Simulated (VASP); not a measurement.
# Hg2O in VASP: notebook

Hg2O is run at these levels: PBE; tasks: single point.

Everything below comes from runs of VASP 6.6.1. Logs are shortened: lines on timing, memory, paths and dates and some standing lists are left out, and cuts for length are marked.

### Step 1. The cell of the first run

It takes space group P4/mmm (No. 123, tetragonal). The conventional cell has a = 3.121 Å, b = 3.121 Å, c = 5.646 Å, α = 90.00°, β = 90.00°, γ = 90.00°. Within 3.5 Å of Hg (site symmetry 4mm) lie 4 O at 2.65 Å and 6 Hg at 2.70 to 3.12 Å. O (site symmetry 4/mmm) has 8 Hg at 2.65 Å and 4 O at 3.12 Å within 3.5 Å.

The cell was generated, and may not be a known phase.

### Step 2. Single point, PBE

File INCAR:

```
ALGO = Normal
EDIFF = 1E-6
ENCUT = 700
GGA = PE
GGA_COMPAT = F
ISIF = 2
ISMEAR = 0
LASPH = T
LCHARG = F
LREAL = F
LWAVE = F
NBANDS = 30
NELM = 120
PREC = Accurate
SIGMA = 0.15
```

File KPOINTS:

```
k-points
0
Gamma
  5 5 3
```

File POSCAR:

```
Hg2O
1.0
    3.1207152612      0.0000000000      0.0000000000
    0.0000000000      3.1207152612      0.0000000000
    0.0000000000      0.0000000000      5.6463050277
Hg O
2 1
Direct
    0.5000000000      0.5000000000      0.2606060710
    0.5000000000      0.5000000000      0.7393939290
    0.0000000000      0.0000000000      0.0000000000
```

Potentials or basis: VASP PAW PBE potentials, release 64 (Hg_sv_GW, O).

Launch:

```
cat potpaw_PBE.64/Hg_sv_GW/POTCAR potpaw_PBE.64/O/POTCAR > POTCAR
mpirun -np 1 vasp_std > vasp.out
```

OUTCAR:

```text
EDIFF = 1E-6
   ENCUT = 700
   GGA = PE
   ISIF = 2
   ISMEAR = 0
   LASPH = T
   LREAL = F
   NELM = 120
   PREC = Accurate

 ion  position               nearest neighbor table
   1  0.500  0.500  0.261-   2 2.70   2 2.94
   2  0.500  0.500  0.739-   1 2.70   1 2.94
   3  0.000  0.000  0.000-

  LATTYP: Found a simple tetragonal cell.
 ALAT       =     3.1207152612
 C/A-ratio  =     1.8092983676

  Lattice vectors:

 A1 = (   3.1207152612,   0.0000000000,   0.0000000000)
 A2 = (   0.0000000000,   3.1207152612,   0.0000000000)
 A3 = (   0.0000000000,   0.0000000000,   5.6463050277)

Analysis of symmetry for initial positions (statically):
=====================================================================
 Subroutine PRICEL returns:
 Original cell was already a primitive cell.

 Routine SETGRP: Setting up the symmetry group for a
 simple tetragonal supercell.

 Subroutine GETGRP returns: Found 16 space group operations
 (whereof 16 operations were pure point group operations)
 out of a pool of 16 trial point group operations.

The static configuration has the point symmetry D_4h.

Analysis of symmetry for dynamics (positions and initial velocities):
=====================================================================
 Subroutine PRICEL returns:
 Original cell was already a primitive cell.

 Routine SETGRP: Setting up the symmetry group for a
 simple tetragonal supercell.

 Subroutine GETGRP returns: Found 16 space group operations
 (whereof 16 operations were pure point group operations)
 out of a pool of 16 trial point group operations.

The dynamic configuration has the point symmetry D_4h.

 Subroutine INISYM returns: Found 16 space group operations
 (whereof 16 operations are pure point group operations),
 and found     1 'primitive' translations

----------------------------------------------------------------------------------------

                                     Primitive cell

  volume of cell :      54.9886

  direct lattice vectors                    reciprocal lattice vectors
     3.120715261  0.000000000  0.000000000     0.320439360  0.000000000  0.000000000
     0.000000000  3.120715261  0.000000000     0.000000000  0.320439360  0.000000000
     0.000000000  0.000000000  5.646305028     0.000000000  0.000000000  0.177106974

  length of vectors
     3.120715261  3.120715261  5.646305028     0.320439360  0.320439360  0.177106974

  position of ions in fractional coordinates (direct lattice)
     0.500000000  0.500000000  0.260606071
     0.500000000  0.500000000  0.739393929
     0.000000000  0.000000000  0.000000000

  ion indices of the primitive-cell ions
   primitive index   ion index
                 1           1
                 2           2
                 3           3

----------------------------------------------------------------------------------------

 KPOINTS: k-points

Automatic generation of k-mesh.
 Grid dimensions read from file:
 generate k-points for:    5    5    3

 Generating k-lattice:

  Cartesian coordinates                     Fractional coordinates (reciprocal lattice)
     0.064087872  0.000000000  0.000000000     0.200000000  0.000000000  0.000000000
     0.000000000  0.064087872  0.000000000     0.000000000  0.200000000  0.000000000
     0.000000000  0.000000000  0.059035658     0.000000000  0.000000000  0.333333333

  Length of vectors
     0.064087872  0.064087872  0.059035658

  Shift w.r.t. Gamma in fractional coordinates (k-lattice)
     0.000000000  0.000000000  0.000000000

 Subroutine IBZKPT returns following result:
 ===========================================

 Found     12 irreducible k-points:

 Following reciprocal coordinates:
            Coordinates               Weight
  0.000000  0.000000  0.000000      1.000000
  0.200000  0.000000  0.000000      4.000000
  0.400000  0.000000  0.000000      4.000000
  0.200000  0.200000  0.000000      4.000000
  0.400000  0.200000  0.000000      8.000000
  0.400000  0.400000  0.000000      4.000000
  0.000000  0.000000  0.333333      2.000000
  0.200000  0.000000  0.333333      8.000000
  0.400000  0.000000  0.333333      8.000000
  0.200000  0.200000  0.333333      8.000000
  0.400000  0.200000  0.333333     16.000000
  0.400000  0.400000  0.333333      8.000000
   k-points           NKPTS =     12   k-points in BZ     NKDIM =     12   number of bands    NBANDS=     30
   number of dos      NEDOS =    301   number of ions     NIONS =      3
   total plane-waves  NPLWV =  39200
   dimension x,y,z NGX =    28 NGY =   28 NGZ =   50
   dimension x,y,z NGXF=    56 NGYF=   56 NGZF=  100
   ions per type =               2   1
   NGX,Y,Z   is equivalent  to a cutoff of  14.92, 14.92, 14.72 a.u.
   NGXF,Y,Z  is equivalent  to a cutoff of  29.83, 29.83, 29.44 a.u.
 SYSTEM =  unknown system
   PREC   = accura    normal or accurate (medium, high low for compatibility)
   ISTART =      0    job   : 0-new  1-cont  2-samecut
   ICHARG =      2    charge: 1-file 2-atom 10-const
   ISPIN  =      1    spin polarized calculation?
   LNONCOLLINEAR =      F non collinear calculations
   LSORBIT =      F    spin-orbit coupling
   LASPH  =      T    aspherical Exc in radial PAW
   ENCUT  =  700.0 eV  51.45 Ry    7.17 a.u.   6.73  6.73 12.18*2*pi/ulx,y,z
   NELM   =    120;   NELMIN=  2; NELMDL= -5     # of ELM steps
   EDIFF  = 0.1E-05   stopping-criterion for ELM
   LREAL  =      F    real-space projection
   EDIFFG = 0.1E-04   stopping-criterion for IOM
   NSW    =      0    number of steps for IOM
   IBRION =     -1    ionic relax: 0-MD 1-quasi-New 2-CG
   NFREE  =      0    steps in history (QN), initial steepest desc. (CG)
   ISIF   =      2    stress and relaxation
   ISYM   =      2    0-nonsym 1-usesym 2-fastsym
   POTIM  = 0.5000    time-step for ionic-motion
   TEBEG  =    0.0;   TEEND  =   0.0 temperature during run
   PSTRESS=    0.0 pullay stress
   NELECT =      46.0000    total number of electrons
   NUPDOWN=      -1.0000    fix difference up-down
   EMIN   =  10.00;   EMAX   =-10.00  energy-range for DOS
   EFERMI =   0.00;   METHOD = LEGACY
   ISMEAR =     0;   SIGMA  =   0.15  broadening in eV -4-tet -1-fermi 0-gaus
   EFERMI_NEDOS =   21; number of points for ismear=-14 and -15
   IALGO  =     38    algorithm
   IMIX   =      4    mixing-type and parameters
     AMIX     =   0.40;   BMIX     =  1.00
     AMIX_MAG =   1.60;   BMIX_MAG =  1.00
  volume/ion in A,a.u.               =      18.33       123.69
  Fermi-wavevector in a.u.,A,eV,Ry     =   1.542540  2.914979 32.374125  2.379431
  Thomas-Fermi vector in A             =   2.648330
   LORBIT       =      0    0 simple, 1 ext, 2 COOP (PROOUT), +10 PAW based schemes
   GGA     = PE    functional components
   LHFCALC =     F    Hartree Fock is set to
   AEXX    =    0.0000 exact exchange contribution
   IVDW    =     0    specifies the selected vdW correction
   LEPSILON=     F    determine dielectric tensor
   LRPA    =     F    only Hartree local field effects (RPA)
 non-spin polarized calculation
 Gauss-broadening in eV      SIGMA  =   0.15
  energy-cutoff  :      700.00
  volume of cell :       54.99
 maximum number of plane-waves:      2345
 NGX is ok and might be reduce to    28
   NGX = 13   NGY = 13   NGZ = 25

 number of electron      46.0000001 magnetization

 Free energy of the ion-electron system (eV)
  ---------------------------------------------------
  ext. energy  EPLUGINS =         0.00000000
  ---------------------------------------------------
  free energy    TOTEN  =        -5.16114443 eV

  energy without entropy =       -5.15161682  energy(sigma->0) =       -5.15638062

 E-fermi :   4.9011     XC(G=0): -11.2865

 val. band max:        4.6920387830   @ k =   0.4000   0.4000   0.3333
 cond. band min:       4.9712393098   @ k =   0.2000   0.0000   0.3333
 fundamental gap:      0.2792005268
 Fermi energy:         4.9011094267

 k-point     1 :       0.0000    0.0000    0.0000
  band No.  band energies     occupation
      1    -109.4923      2.00000
      2    -109.4879      2.00000
      3     -57.9614      2.00000
      4     -57.8439      2.00000
      5     -57.8155      2.00000
      6     -57.8155      2.00000
[... 22 lines left out ...]
     29      18.3517      0.00000
     30      18.3530      0.00000

 k-point     2 :       0.2000    0.0000    0.0000
  band No.  band energies     occupation
      1    -109.4921      2.00000
      2    -109.4876      2.00000
      3     -57.9605      2.00000
      4     -57.8432      2.00000
      5     -57.8254      2.00000
      6     -57.8157      2.00000
[... 22 lines left out ...]
     29      17.8244      0.00000
     30      19.3439      0.00000

 k-point     3 :       0.4000    0.0000    0.0000
  band No.  band energies     occupation
      1    -109.4917      2.00000
      2    -109.4873      2.00000
      3     -57.9592      2.00000
      4     -57.8422      2.00000
      5     -57.8413      2.00000
      6     -57.8313      2.00000
[... 22 lines left out ...]
     29      16.8553      0.00000
     30      19.5627      0.00000

 k-point     4 :       0.2000    0.2000    0.0000
  band No.  band energies     occupation
      1    -109.4919      2.00000
      2    -109.4874      2.00000
      3     -57.9597      2.00000
      4     -57.8426      2.00000
      5     -57.8247      2.00000
      6     -57.8246      2.00000
[... 22 lines left out ...]
     29      16.3352      0.00000
     30      18.7316      0.00000

 k-point     5 :       0.4000    0.2000    0.0000
  band No.  band energies     occupation
      1    -109.4915      2.00000
      2    -109.4871      2.00000
      3     -57.9584      2.00000
      4     -57.8415      2.00000
      5     -57.8405      2.00000
      6     -57.8305      2.00000
[... 22 lines left out ...]
     29      16.0903      0.00000
     30      17.7436      0.00000
[... 130 lines left out ...]
     29      17.7399      0.00000
     30      17.8519      0.00000

 k-point    10 :       0.2000    0.2000    0.3333
  band No.  band energies     occupation
      1    -109.4912      2.00000
      2    -109.4881      2.00000
      3     -57.9391      2.00000
      4     -57.8634      2.00000
      5     -57.8231      2.00000
      6     -57.8230      2.00000
[... 22 lines left out ...]
     29      15.0168      0.00000
     30      17.5397      0.00000

 k-point    11 :       0.4000    0.2000    0.3333
  band No.  band energies     occupation
      1    -109.4909      2.00000
      2    -109.4877      2.00000
      3     -57.9379      2.00000
      4     -57.8623      2.00000
      5     -57.8389      2.00000
      6     -57.8322      2.00000
[... 22 lines left out ...]
     29      16.0105      0.00000
     30      17.1516      0.00000

 k-point    12 :       0.4000    0.4000    0.3333
  band No.  band energies     occupation
      1    -109.4905      2.00000
      2    -109.4873      2.00000
      3     -57.9366      2.00000
      4     -57.8612      2.00000
      5     -57.8376      2.00000
      6     -57.8376      2.00000
[... 22 lines left out ...]
     29      14.1025      0.00000
     30      14.9609      0.00000

------------------------ aborting loop because EDIFF is reached ----------------------------------------

  FORCE on cell =-STRESS in cart. coord.  units (eV):
  Direction    XX          YY          ZZ          XY          YZ          ZX
  --------------------------------------------------------------------------------------
  -------------------------------------------------------------------------------------
  Total       -0.0939238     -0.0939238     -0.1953811      0.0000000      0.0000000      0.0000000
  in kB       -2.7366156     -2.7366156     -5.6927278      0.0000000      0.0000000      0.0000000
  external PRESSURE =      -3.7219863 kB  Pullay stress =       0.0000000 kB

 VOLUME and BASIS-vectors are now :
 -----------------------------------------------------------------------------
  energy-cutoff  :      700.00
  volume of cell :       54.99
      direct lattice vectors                 reciprocal lattice vectors
     3.120715261  0.000000000  0.000000000     0.320439360  0.000000000  0.000000000
     0.000000000  3.120715261  0.000000000     0.000000000  0.320439360  0.000000000
     0.000000000  0.000000000  5.646305028     0.000000000  0.000000000  0.177106974

 POSITION                                       TOTAL-FORCE (eV/Angst)
 -----------------------------------------------------------------------------------
      1.56036      1.56036      1.47146        -0.000000      0.000000     -0.030583
      1.56036      1.56036      4.17484         0.000000     -0.000000      0.030583
      0.00000      0.00000      0.00000        -0.000000      0.000000      0.000000
 -----------------------------------------------------------------------------------
    total drift:                                0.000000      0.000000      0.000000

  FREE ENERGIE OF THE ION-ELECTRON SYSTEM (eV)
  ---------------------------------------------------
  free  energy   TOTEN  =        -5.1611444301 eV

  energy  without entropy=       -5.1516168196  energy(sigma->0) =       -5.15638062
```

Run time: 26 s. Hardware: 1 thread of Intel Xeon Platinum 8375C at 2.90GHz (Ice Lake), shared host; peak memory 0.2 GiB.

What came out:

| Property | Result |
| --- | --- |
| Free energy | -5.1611 eV |
| Pressure | -0.4 GPa |
| Largest force | 0.031 eV/Å |
| Band gap on the k mesh | zero (bands 23 and 24 overlap by 0.94 eV) |

Forces on the atoms (eV/Å):
```
Hg   0.000  0.000 -0.031
Hg   0.000  0.000  0.031
O    0.000  0.000  0.000
```

Stress tensor (GPa, compression positive):
```
-0.27  0.00  0.00
 0.00 -0.27  0.00
 0.00  0.00 -0.57
```

Levels at points of the mesh, in eV from the Fermi level:
| k point | band 19 | band 20 | band 21 | band 22 | band 23 | band 24 | band 25 | band 26 | band 27 | band 28 |
| --- | --- | --- | --- | --- | --- | --- | --- | --- | --- | --- |
| (0.00, 0.00, 0.00) | -5.27 | -5.27 | -2.93 | -1.24 | -1.24 | 1.49 | 1.93 | 10.86 | 10.86 | 12.98 |

Caveat: the k points lie up to 0.40 Å⁻¹ apart, too coarse for converged energies and pressures of a metal; spin-orbit coupling is left out, which moves the levels of the heavy elements.

(Continued in part 2 of 2.)

The gap in the log of VASP goes by the Fermi energy; the results here count the filled bands.